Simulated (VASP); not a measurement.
## AlNi: single point with PBE

Crystal: AlNi.

```
CELL_PARAMETERS angstrom
2.74843 0.00000 0.00000
0.00000 2.74843 0.00000
0.00000 0.00000 2.82076
ATOMIC_POSITIONS crystal
Al 0.00000 0.00000 0.00000
Ni 0.50000 0.50000 0.50000
```

This cell differs from its parent crystal: strain -0.050 along x and y, -0.025 along z.

```yaml
Program: VASP 6.6.1
Task: single point
Functional: PBE
Potentials_or_basis: VASP PAW PBE potentials, release 64 (Al, Ni)
Cutoff: 520 eV
k_mesh: 20 × 20 × 20
Occupations: gaussian, width 0.15 eV
Spin: no spin polarisation
Dipole_correction: no
Further_INCAR_settings: ALGO = Fast; EDIFF = 1e-06; NBANDS = 14
```

```yaml
Pressure: 27.0 GPa
Band_gap_on_the_k_mesh: zero (an odd number of electrons rules out a gap without spin polarisation)
```

Stress tensor (GPa, compression positive):
```
27.79  0.00  0.00
 0.00 27.79  0.00
 0.00  0.00 25.31
```

Levels at points of the mesh, in eV from the Fermi level:
```tsv
k point	band 4	band 5	band 6	band 7	band 8	band 9	band 10	band 11
(0.00, 0.00, 0.00)	-1.82	-1.82	-1.74	5.35	6.36	6.36	8.38	8.61
(0.50, 0.00, 0.00)	-2.72	-2.56	-1.71	-0.64	8.38	10.03	10.95	11.63
(0.50, 0.50, 0.00)	-3.08	-2.52	-2.52	-1.13	1.88	3.22	13.16	15.70
(0.00, 0.00, 0.50)	-2.56	-2.56	-1.65	-0.86	8.41	10.85	10.85	12.17
(0.50, 0.00, 0.50)	-3.20	-2.41	-2.38	-1.20	1.63	2.96	13.86	16.13
(0.50, 0.50, 0.50)	-1.18	-1.10	1.86	1.93	1.93	4.77	4.87	4.87
```

Wall time 6.4 min on 1 thread of Intel Xeon 8259CL, on a shared host, peak memory 0.32 GiB.

Caveat: the cell differs from its parent crystal (strain -0.050 along x and y, -0.025 along z); the cell stands under pressure. Spin polarisation is off, so any magnetic state and its effect on volume and gap are missing.
